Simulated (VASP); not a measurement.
# SnSe (Fm-3m) in VASP: further runs

The runs below take SnSe through single point, with PBEsol.

All numbers are computed with VASP 6.6.1; they aren't measurements. Logs are shortened: lines on timing, memory, paths and dates and some standing lists are left out, and cuts for length are marked.

### 1 The cell of the first run

The structure is cubic, space group Fm-3m (No. 225). Conventional cell: a = 6.099 Å, b = 6.099 Å, c = 6.099 Å, α = 90.00°, β = 90.00°, γ = 90.00°. Within 4.0 Å of Sn (site symmetry m-3m) lie 6 Se at 3.05 Å. Within 4.0 Å of Se (site symmetry m-3m) lie 6 Sn at 3.05 Å.

### 2 Single point, PBEsol (volume scaled by 1.04)

File INCAR:

```
SYSTEM = SnSe
  ALGO = Normal
  EDIFF = 1E-7
  ENCUT = 520
  GGA = PS
  ISIF = 2
  ISMEAR = -1
  LASPH = .True.
  LCHARG = .False.
  LREAL = .False.
  LWAVE = .False.
  NBANDS = 17
  NELM = 100
  PREC = Accurate
  SIGMA = 0.01
```

File KPOINTS:

```
k-points
0
Gamma
  7 7 7
  0 0 0
```

File POSCAR:

```
SnSe
1.0
    0.0000000000      3.0496098055      3.0496098055
    3.0496098055      0.0000000000      3.0496098055
    3.0496098055      3.0496098055      0.0000000000
Sn Se
1 1
Direct
    0.0000000000      0.0000000000      0.0000000000
    0.5000000000      0.5000000000      0.5000000000
```

Potentials or basis: VASP PAW PBE potentials, release 64 (Sn_d, Se).

Run with:

```console
> cat potpaw_PBE.64/Sn_d/POTCAR potpaw_PBE.64/Se/POTCAR > POTCAR
> mpirun -np 1 vasp_std > vasp.out
```

OUTCAR:

```text
SYSTEM = SnSe
   EDIFF = 1E-7
   ENCUT = 520
   GGA = PS
   ISIF = 2
   ISMEAR = -1
   LASPH = .True.
   LREAL = .False.
   NELM = 100
   PREC = Accurate

 ion  position               nearest neighbor table
   1  0.000  0.000  0.000-   2 3.05   2 3.05   2 3.05   2 3.05   2 3.05   2 3.05
   2  0.500  0.500  0.500-   1 3.05   1 3.05   1 3.05   1 3.05   1 3.05   1 3.05

  LATTYP: Found a face centered cubic cell.
 ALAT       =     6.0992196110

  Lattice vectors:

 A1 = (   0.0000000000,   3.0496098055,   3.0496098055)
 A2 = (   3.0496098055,   0.0000000000,   3.0496098055)
 A3 = (   3.0496098055,   3.0496098055,   0.0000000000)

Analysis of symmetry for initial positions (statically):
=====================================================================
 Subroutine PRICEL returns:
 Original cell was already a primitive cell.

 Routine SETGRP: Setting up the symmetry group for a
 face centered cubic supercell.

 Subroutine GETGRP returns: Found 48 space group operations
 (whereof 48 operations were pure point group operations)
 out of a pool of 48 trial point group operations.

The static configuration has the point symmetry O_h .

Analysis of symmetry for dynamics (positions and initial velocities):
=====================================================================
 Subroutine PRICEL returns:
 Original cell was already a primitive cell.

 Routine SETGRP: Setting up the symmetry group for a
 face centered cubic supercell.

 Subroutine GETGRP returns: Found 48 space group operations
 (whereof 48 operations were pure point group operations)
 out of a pool of 48 trial point group operations.

The dynamic configuration has the point symmetry O_h .

 Subroutine INISYM returns: Found 48 space group operations
 (whereof 48 operations are pure point group operations),
 and found     1 'primitive' translations

----------------------------------------------------------------------------------------

                                     Primitive cell

  volume of cell :      56.7235

  direct lattice vectors                    reciprocal lattice vectors
     0.000000000  3.049609805  3.049609805    -0.163955401  0.163955401  0.163955401
     3.049609805  0.000000000  3.049609805     0.163955401 -0.163955401  0.163955401
     3.049609805  3.049609805  0.000000000     0.163955401  0.163955401 -0.163955401

  length of vectors
     4.312799547  4.312799547  4.312799547     0.283979086  0.283979086  0.283979086

  position of ions in fractional coordinates (direct lattice)
     0.000000000  0.000000000  0.000000000
     0.500000000  0.500000000  0.500000000

  ion indices of the primitive-cell ions
   primitive index   ion index
                 1           1
                 2           2

----------------------------------------------------------------------------------------

 KPOINTS: k-points

Automatic generation of k-mesh.
 Grid dimensions read from file:
 generate k-points for:    7    7    7

 Generating k-lattice:

  Cartesian coordinates                     Fractional coordinates (reciprocal lattice)
    -0.023422200  0.023422200  0.023422200     0.142857143  0.000000000  0.000000000
     0.023422200 -0.023422200  0.023422200     0.000000000  0.142857143  0.000000000
     0.023422200  0.023422200 -0.023422200     0.000000000  0.000000000  0.142857143

  Length of vectors
     0.040568441  0.040568441  0.040568441

  Shift w.r.t. Gamma in fractional coordinates (k-lattice)
     0.000000000  0.000000000  0.000000000

 Subroutine IBZKPT returns following result:
 ===========================================

 Found     20 irreducible k-points:

 Following reciprocal coordinates:
            Coordinates               Weight
  0.000000  0.000000  0.000000      1.000000
  0.142857  0.000000  0.000000      8.000000
  0.285714  0.000000  0.000000      8.000000
  0.428571  0.000000  0.000000      8.000000
  0.142857  0.142857  0.000000      6.000000
  0.285714  0.142857  0.000000     24.000000
[... 12 lines left out ...]
 -0.428571  0.428571  0.142857     24.000000
 -0.285714  0.428571  0.142857     24.000000
   k-points           NKPTS =     20   k-points in BZ     NKDIM =     20   number of bands    NBANDS=     17
   number of dos      NEDOS =    301   number of ions     NIONS =      2
   total plane-waves  NPLWV =  32768
   dimension x,y,z NGX =    32 NGY =   32 NGZ =   32
   dimension x,y,z NGXF=    64 NGYF=   64 NGZF=   64
   ions per type =               1   1
   NGX,Y,Z   is equivalent  to a cutoff of  12.34, 12.34, 12.34 a.u.
   NGXF,Y,Z  is equivalent  to a cutoff of  24.67, 24.67, 24.67 a.u.
 SYSTEM =  SnSe
   PREC   = accura    normal or accurate (medium, high low for compatibility)
   ISTART =      0    job   : 0-new  1-cont  2-samecut
   ICHARG =      2    charge: 1-file 2-atom 10-const
   ISPIN  =      1    spin polarized calculation?
   LNONCOLLINEAR =      F non collinear calculations
   LSORBIT =      F    spin-orbit coupling
   LASPH  =      T    aspherical Exc in radial PAW
   ENCUT  =  520.0 eV  38.22 Ry    6.18 a.u.   8.02  8.02  8.02*2*pi/ulx,y,z
   NELM   =    100;   NELMIN=  2; NELMDL= -5     # of ELM steps
   EDIFF  = 0.1E-06   stopping-criterion for ELM
   LREAL  =      F    real-space projection
   EDIFFG = 0.1E-05   stopping-criterion for IOM
   NSW    =      0    number of steps for IOM
   IBRION =     -1    ionic relax: 0-MD 1-quasi-New 2-CG
   NFREE  =      0    steps in history (QN), initial steepest desc. (CG)
   ISIF   =      2    stress and relaxation
   ISYM   =      2    0-nonsym 1-usesym 2-fastsym
   POTIM  = 0.5000    time-step for ionic-motion
   TEBEG  =    0.0;   TEEND  =   0.0 temperature during run
   PSTRESS=    0.0 pullay stress
   NELECT =      20.0000    total number of electrons
   NUPDOWN=      -1.0000    fix difference up-down
   EMIN   =  10.00;   EMAX   =-10.00  energy-range for DOS
   EFERMI =   0.00;   METHOD = LEGACY
   ISMEAR =    -1;   SIGMA  =   0.01  broadening in eV -4-tet -1-fermi 0-gaus
   EFERMI_NEDOS =   21; number of points for ismear=-14 and -15
   IALGO  =     38    algorithm
   IMIX   =      4    mixing-type and parameters
     AMIX     =   0.40;   BMIX     =  1.00
     AMIX_MAG =   1.60;   BMIX_MAG =  1.00
  volume/ion in A,a.u.               =      28.36       191.39
  Fermi-wavevector in a.u.,A,eV,Ry     =   1.156549  2.185560 18.199216  1.337605
  Thomas-Fermi vector in A             =   2.293168
   LORBIT       =      0    0 simple, 1 ext, 2 COOP (PROOUT), +10 PAW based schemes
   GGA     = PS    functional components
   LHFCALC =     F    Hartree Fock is set to
   AEXX    =    0.0000 exact exchange contribution
   IVDW    =     0    specifies the selected vdW correction
   LEPSILON=     F    determine dielectric tensor
   LRPA    =     F    only Hartree local field effects (RPA)
 non-spin polarized calculation
  energy-cutoff  :      520.00
  volume of cell :       56.72
 maximum number of plane-waves:      1541
   NGX = 17   NGY = 17   NGZ = 17

 number of electron      19.9999992 magnetization

 Free energy of the ion-electron system (eV)
  ---------------------------------------------------
  ext. energy  EPLUGINS =         0.00000000
  ---------------------------------------------------
  free energy    TOTEN  =        -8.93709011 eV

  energy without entropy =       -8.93709011  energy(sigma->0) =       -8.93709011

 E-fermi :   5.0809     XC(G=0):  -9.6005

 val. band max:        4.8341063752   @ k =  -0.2857   0.1429   0.0000
 cond. band min:       5.6349576832   @ k =  -0.2857   0.1429   0.0000
 fundamental gap:      0.8008513080
 Fermi energy:         5.0809405608

 k-point     1 :       0.0000    0.0000    0.0000
  band No.  band energies     occupation
      1     -16.4830      2.00000
      2     -16.4830      2.00000
      3     -16.4830      2.00000
      4     -16.4808      2.00000
      5     -16.4808      2.00000
      6      -8.6010      2.00000
[... 9 lines left out ...]
     16      10.8639      0.00000
     17      13.1073      0.00000

 k-point     2 :       0.1429    0.0000    0.0000
  band No.  band energies     occupation
      1     -16.4828      2.00000
      2     -16.4828      2.00000
      3     -16.4826      2.00000
      4     -16.4802      2.00000
      5     -16.4802      2.00000
      6      -8.4692      2.00000
[... 9 lines left out ...]
     16      11.3200      0.00000
     17      14.3243      0.00000

 k-point     3 :       0.2857    0.0000    0.0000
  band No.  band energies     occupation
      1     -16.4854      2.00000
      2     -16.4854      2.00000
      3     -16.4817      2.00000
      4     -16.4758      2.00000
      5     -16.4758      2.00000
      6      -8.1313      2.00000
[... 9 lines left out ...]
     16      12.5184      0.00000
     17      16.4648      0.00000

 k-point     4 :       0.4286    0.0000    0.0000
  band No.  band energies     occupation
      1     -16.4876      2.00000
      2     -16.4876      2.00000
      3     -16.4809      2.00000
      4     -16.4720      2.00000
      5     -16.4720      2.00000
      6      -7.7991      2.00000
[... 9 lines left out ...]
     16      14.3370      0.00000
     17      15.4398      0.00000
[... 263 lines left out ...]
      1     -16.4928      2.00000
      2     -16.4828      2.00000
      3     -16.4796      2.00000
      4     -16.4748      2.00000
      5     -16.4709      2.00000
      6      -7.6234      2.00000
[... 9 lines left out ...]
     16      15.1117      0.00000
     17      16.3189      0.00000

 k-point    19 :      -0.4286    0.4286    0.1429
  band No.  band energies     occupation
      1     -16.4987      2.00000
      2     -16.4846      2.00000
      3     -16.4779      2.00000
      4     -16.4719      2.00000
      5     -16.4687      2.00000
      6      -7.5352      2.00000
[... 9 lines left out ...]
     16      15.8128      0.00000
     17      17.1047      0.00000

 k-point    20 :      -0.2857    0.4286    0.1429
  band No.  band energies     occupation
      1     -16.4963      2.00000
      2     -16.4808      2.00000
      3     -16.4792      2.00000
      4     -16.4761      2.00000
      5     -16.4688      2.00000
      6      -7.4949      2.00000
[... 9 lines left out ...]
     16      16.3624      0.00000
     17      16.4374      0.00000

------------------------ aborting loop because EDIFF is reached ----------------------------------------

  FORCE on cell =-STRESS in cart. coord.  units (eV):
  Direction    XX          YY          ZZ          XY          YZ          ZX
  --------------------------------------------------------------------------------------
  -------------------------------------------------------------------------------------
  Total       -1.2740550     -1.2740550     -1.2740550      0.0000000      0.0000000      0.0000000
  in kB      -35.9861956    -35.9861956    -35.9861956      0.0000000      0.0000000      0.0000000
  external PRESSURE =     -35.9861956 kB  Pullay stress =       0.0000000 kB

 VOLUME and BASIS-vectors are now :
 -----------------------------------------------------------------------------
  energy-cutoff  :      520.00
  volume of cell :       56.72
      direct lattice vectors                 reciprocal lattice vectors
     0.000000000  3.049609805  3.049609805    -0.163955401  0.163955401  0.163955401
     3.049609805  0.000000000  3.049609805     0.163955401 -0.163955401  0.163955401
     3.049609805  3.049609805  0.000000000     0.163955401  0.163955401 -0.163955401

 POSITION                                       TOTAL-FORCE (eV/Angst)
 -----------------------------------------------------------------------------------
      0.00000      0.00000      0.00000        -0.000000     -0.000000     -0.000000
      3.04961      3.04961      3.04961         0.000000      0.000000      0.000000
 -----------------------------------------------------------------------------------
    total drift:                                0.000000     -0.000000     -0.000000

  FREE ENERGIE OF THE ION-ELECTRON SYSTEM (eV)
  ---------------------------------------------------
  free  energy   TOTEN  =        -8.9370901095 eV

  energy  without entropy=       -8.9370901095  energy(sigma->0) =       -8.93709011
```

Run time: 11 s. Hardware: 1 thread of Intel Xeon 6975P-C, shared host; peak memory 0.18 GiB.

Results:

```yaml
Free_energy: -8.9371 eV
Pressure: -3.6 GPa
```

Caveat: this odd mesh misses L, where the gap lies, so gap, dielectric constants and Born charges aren't listed; the PAW data sets were made with another functional, which shifts forces and pressure a little; spin-orbit coupling is left out, which moves the levels of the heavy elements.

### 3 Single point, PBEsol (volume scaled by 0.96)

File INCAR:

```
SYSTEM = SnSe
  PREC = Accurate
  ENCUT = 520
  EDIFF = 1E-7
  ISMEAR = -1
  SIGMA = 0.01
  LREAL = .False.
  LASPH = .True.
  NELM = 80
  ALGO = Normal
  ISIF = 2
  LWAVE = .False.
  LCHARG = .False.
  GGA = PS
  NBANDS = 17
```

File KPOINTS:

```
Automatic mesh
0
Gamma
  7 7 7
  0 0 0
```

File POSCAR:

```
SnSe
1.0
    0.0000000000      2.9693193375      2.9693193375
    2.9693193375      0.0000000000      2.9693193375
    2.9693193375      2.9693193375      0.0000000000
Sn Se
1 1
Direct
    0.0000000000      0.0000000000      0.0000000000
    0.5000000000      0.5000000000      0.5000000000
```

Potentials or basis: VASP PAW PBE potentials, release 64 (Sn_d, Se).

Run with:

```console
> cat potpaw_PBE.64/Sn_d/POTCAR potpaw_PBE.64/Se/POTCAR > POTCAR
> mpirun -np 1 vasp_std > vasp.out
```

Run time: 18 s. Hardware: 1 thread of Intel Xeon 8259CL, shared host; peak memory 0.18 GiB.

Results (log left out):

| Property | Result |
| --- | --- |
| Free energy | -8.9852 eV |
| Pressure | 0.3 GPa |

Levels at points of the mesh, in eV from the Fermi level:
```
           k point  band 7  band 8  band 9  band 10  band 11  band 12  band 13  band 14
(0.00, 0.00, 0.00)   -5.20   -2.53   -2.53    -2.53     4.21     4.21     4.21     5.53
```

Caveat: this odd mesh misses L, where the gap lies, so gap, dielectric constants and Born charges aren't listed; the PAW data sets were made with another functional, which shifts forces and pressure a little; spin-orbit coupling is left out, which moves the levels of the heavy elements.

### 4 Single point, PBEsol (volume scaled by 0.99)

File INCAR:

```
PREC = Accurate
ENCUT = 520
EDIFF = 1E-6
ISMEAR = -1
SIGMA = 0.01
LREAL = False
LASPH = True
NELM = 60
ALGO = Normal
ISIF = 2
LWAVE = False
LCHARG = False
GGA = PS
NBANDS = 17
```

File KPOINTS:

```
Automatic mesh
0
Gamma
  7 7 7
```

File POSCAR:

```
SnSe
1.0
    0.0000000000      2.9999330352      2.9999330352
    2.9999330352      0.0000000000      2.9999330352
    2.9999330352      2.9999330352      0.0000000000
Sn Se
1 1
Direct
    0.0000000000      0.0000000000      0.0000000000
    0.5000000000      0.5000000000      0.5000000000
```

Run with:

```console
> cat potpaw_PBE.64/Sn_d/POTCAR potpaw_PBE.64/Se/POTCAR > POTCAR
> mpirun -np 1 vasp_std > vasp.out
```

Run time: 19 s. Hardware: 1 thread of Intel Xeon 8259CL, shared host; peak memory 0.18 GiB.

Results (log left out):

```
Free energy : -8.9797 eV
Pressure    : -1.4 GPa
```

Levels at points of the mesh, in eV from the Fermi level:
```csv
k point,band 6,band 7,band 8,band 9,band 10,band 11,band 12,band 13,band 14,band 15
"(0.00, 0.00, 0.00)",-14.11,-5.25,-2.38,-2.38,-2.38,4.15,4.15,4.15,5.62,5.62
```

Caveat: this odd mesh misses L, where the gap lies, so gap, dielectric constants and Born charges aren't listed; the PAW data sets were made with another functional, which shifts forces and pressure a little; spin-orbit coupling is left out, which moves the levels of the heavy elements.

### 5 Single point, PBEsol (volume scaled by 1.02)

File INCAR:

```
ALGO = Normal
EDIFF = 1E-6
ENCUT = 520
GGA = PS
ISIF = 2
ISMEAR = -1
LASPH = True
LCHARG = False
LREAL = False
LWAVE = False
NBANDS = 17
NELM = 100
PREC = Accurate
SIGMA = 0.01
```

File KPOINTS:

```
k-points
0
Gamma
  7 7 7
```

File POSCAR:

```
SnSe
1.0
    0.0000000000      3.0299343558      3.0299343558
    3.0299343558      0.0000000000      3.0299343558
    3.0299343558      3.0299343558      0.0000000000
Sn Se
1 1
Direct
    0.0000000000      0.0000000000      0.0000000000
    0.5000000000      0.5000000000      0.5000000000
```

Run with:

```console
> cat potpaw_PBE.64/Sn_d/POTCAR potpaw_PBE.64/Se/POTCAR > POTCAR
> mpirun -np 1 vasp_std > vasp.out
```

Wall time 21 s (1 thread of Intel Xeon 8259CL, shared host); peak memory 0.18 GiB.

The run converged. Its results:

- Free energy: -8.9586 eV
- Pressure: -2.8 GPa

Levels at points of the mesh, in eV from the Fermi level:
```
           k point  band 7  band 8  band 9  band 10  band 11  band 12  band 13  band 14
(0.00, 0.00, 0.00)   -5.28   -2.23   -2.23    -2.23     4.11     4.11     4.11     5.72
```

Caveat: this odd mesh misses L, where the gap lies, so gap, dielectric constants and Born charges aren't listed; the PAW data sets were made with another functional, which shifts forces and pressure a little; spin-orbit coupling is left out, which moves the levels of the heavy elements.

### 6 The runs side by side

| cell | pressure (GPa) |
| --- | --- |
| a = 4.313 Å, angles 60.0°, 2 atoms | -3.6 |
| a = 4.199 Å, angles 60.0°, 2 atoms | 0.3 |
| a = 4.243 Å, angles 60.0°, 2 atoms | -1.4 |
| a = 4.285 Å, angles 60.0°, 2 atoms | -2.8 |

Alike in all rows: task single point; level PBEsol; potentials or basis VASP PAW PBE potentials, release 64 (Sn_d, Se); no spin polarisation; k mesh 7 × 7 × 7; cutoff (eV) 520; smearing fermi-dirac 0.01 eV.

Caveats: the PAW data sets were made with another functional, which shifts forces and pressure a little; spin-orbit coupling is left out, which moves the levels of the heavy elements.

Total energies depend on the potentials used, so only differences within one code and one set of settings carry meaning.
